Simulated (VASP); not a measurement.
Si8C7 (a cell with a defect): single point with PBE

The system is Si8C7 (a cell with a defect).

```
Si C
1.0
     0.00000    4.35800    4.35800
     4.35800    0.00000    4.35800
     4.35800    4.35800    0.00000
Si C
8 7
Direct
  0.00000 0.00000 0.00000
  0.00000 0.00000 0.50000
  0.00000 0.50000 0.00000
  0.00000 0.50000 0.50000
  0.50000 0.00000 0.00000
  0.50000 0.00000 0.50000
  0.50000 0.50000 0.00000
  0.50000 0.50000 0.50000
  0.12500 0.12500 0.62500
  0.12500 0.62500 0.12500
  0.12500 0.62500 0.62500
  0.62500 0.12500 0.12500
  0.62500 0.12500 0.62500
  0.62500 0.62500 0.12500
  0.62500 0.62500 0.62500
```

```json
{
  "Program": "VASP 6.6.1",
  "Task": "single point",
  "Functional": "PBE",
  "Potentials or basis": "VASP PAW PBE potentials, release 64 (Si, C)",
  "Cutoff": "520 eV",
  "k mesh": "2 × 2 × 2",
  "Occupations": "fermi-dirac, width 0.02 eV",
  "Spin": "no spin polarisation",
  "Dipole correction": "no",
  "Charge": "2",
  "Further INCAR settings": "ALGO = Normal; EDIFF = 1e-06; NBANDS = 43; NELECT = 58.0"
}
```

```
Largest force : 1.366 eV/Å
```

Forces on the atoms (eV/Å):
```
Si  -0.789 -0.789 -0.789
Si   0.789  0.789 -0.789
Si   0.789 -0.789  0.789
Si  -0.073  0.073  0.073
Si  -0.789  0.789  0.789
Si   0.073 -0.073  0.073
Si   0.073  0.073 -0.073
Si  -0.073 -0.073 -0.073
C    0.000  0.000  0.442
C    0.000  0.442  0.000
C   -0.442  0.000  0.000
C    0.442  0.000  0.000
C    0.000 -0.442  0.000
C    0.000  0.000 -0.442
C    0.000  0.000  0.000
```

Levels at points of the mesh, in eV from the Fermi level:
```tsv
k point	band 26	band 27	band 28	band 29	band 30	band 31	band 32	band 33
(0.00, 0.00, 0.00)	-0.68	0.05	0.05	0.05	1.94	1.94	2.53	4.02
(0.50, 0.00, 0.00)	-1.10	-1.10	-0.23	-0.23	0.20	3.14	3.14	4.31
(0.50, 0.50, 0.00)	-1.16	-0.85	-0.84	-0.81	-0.05	2.62	2.62	4.62
```

Run time: 54 s on 1 thread of Intel Xeon 8259CL, with other jobs on the host, peak memory 0.3 GiB.

Caveat: the k points lie up to 0.62 Å⁻¹ apart; the cell carries a net charge on a neutralising background, which shifts energy and pressure; the cell is charged against a uniform background, so pressure and absolute levels hang on convention.
